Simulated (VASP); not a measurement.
Runs of VASP 6.6.1 on Cs3Ge2S3. The structure is that of space group Pm-3m (No. 221), or close to it. The cells are those of the table. 

| task | cell | k mesh | cutoff (eV) | gap on the mesh (eV) | pressure (GPa) | relaxed volume (Å³/atom) |
| --- | --- | --- | --- | --- | --- | --- |
| single point | a = 6.547 Å, 8 atoms | 4 × 4 × 4 | 520 | none | 0.4 | - |
| relaxation of cell and atoms | relaxed from a = 6.547 Å, 8 atoms | 6 × 6 × 6 | 600 | none | 0.0 | (a) |
| relaxation of cell and atoms | relaxed from a = 6.464 Å, 8 atoms | 4 × 4 × 4 | 600 | none | 0.0 | 35.82 |
| single point | a = 6.464 Å, 8 atoms | 4 × 4 × 4 | 520 | none | 1.2 | - |

Alike in all rows: level PBE; potentials or basis VASP PAW PBE potentials, release 64 (Cs_sv, Ge_d, S); no spin polarisation; smearing gaussian 0.1 eV.

Question: Estimate the missing entries.

Answer: (a) 35.65.

Caveats: spin-orbit coupling is left out, which moves the levels of the heavy elements.

A k mesh can miss the band edges, and the runs leave out spin-orbit coupling on Cs, Ge.

A gap of «none» marks levels without a gap at the run's occupations.
